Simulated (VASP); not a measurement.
Write the native input for VASP 6.6.1 that does the following.

```yaml
Task: single point
Functional: r2SCAN
Potentials_or_basis: VASP PAW PBE potentials, release 64 (Cr_pv)
Cutoff: 550 eV
k_mesh: 12 × 12 × 12
Occupations: fermi-dirac, width 0.1 eV
Spin: no spin polarisation
Dipole_correction: no
Further_INCAR_settings: ALGO = Normal; EDIFF = 1e-06; NBANDS = 19
```

Cr:

```
CELL_PARAMETERS angstrom
0.00000 2.61983 2.61983
2.61983 0.00000 2.61983
2.61983 2.61983 0.00000
ATOMIC_POSITIONS crystal
Cr 0.12500 0.12500 0.12500
Cr 0.87500 0.87500 0.87500
```

This isn't the form of Cr at room conditions, which is bcc.

These files were run (other wordings do the same):

POSCAR

```
Cr
1.0
    0.0000000000      2.6198348862      2.6198348862
    2.6198348862      0.0000000000      2.6198348862
    2.6198348862      2.6198348862      0.0000000000
Cr
2
Direct
    0.1250000000      0.1250000000      0.1250000000
    0.8750000000      0.8750000000      0.8750000000
```

INCAR.step1

```
SYSTEM = Cr
PREC = Accurate
ENCUT = 550
ISMEAR = -1
SIGMA = 0.1
LREAL = .FALSE.
LASPH = .TRUE.
NELM = 120
NBANDS = 19
GGA = PE
ALGO = Normal
EDIFF = 1E-5
LWAVE = .TRUE.
LCHARG = .FALSE.
GGA_COMPAT = .FALSE.
```

INCAR.step2

```
SYSTEM = Cr
PREC = Accurate
ENCUT = 550
EDIFF = 1E-6
ISMEAR = -1
SIGMA = 0.1
LREAL = .FALSE.
LASPH = .TRUE.
NELM = 120
ALGO = Normal
ISIF = 2
LWAVE = .FALSE.
LCHARG = .TRUE.
METAGGA = R2SCAN
LMIXTAU = .TRUE.
LELF = .TRUE.
LVHAR = .TRUE.
NBANDS = 19
ISTART = 1
GGA_COMPAT = .FALSE.
```

KPOINTS

```
Automatic mesh
0
G
  12 12 12
  0 0 0
```

Potentials or basis: VASP PAW PBE potentials, release 64 (Cr_pv).

Run with:

```bash
$ cat potpaw_PBE.64/Cr_pv/POTCAR > POTCAR
$ cp INCAR.step1 INCAR
$ mpirun -np 1 vasp_std > vasp.out
$ cp INCAR.step2 INCAR
$ mpirun -np 1 vasp_std > vasp.out
```

It gave:

```
Pressure               : -8.9 GPa
Band gap on the k mesh : zero (bands 12 and 13 overlap by 0.63 eV)
```

Caveat: the cell stands under tension; the PAW data sets were made with another functional, which shifts forces and pressure a little; the run has no spin polarisation, though such a crystal can be magnetic.

Run time: 2.8 min on 1 thread of Intel(R) Xeon(R) Platinum 8375C CPU @ 2.90GHz (Ice Lake) (shared host), peak memory 0.19 GiB.
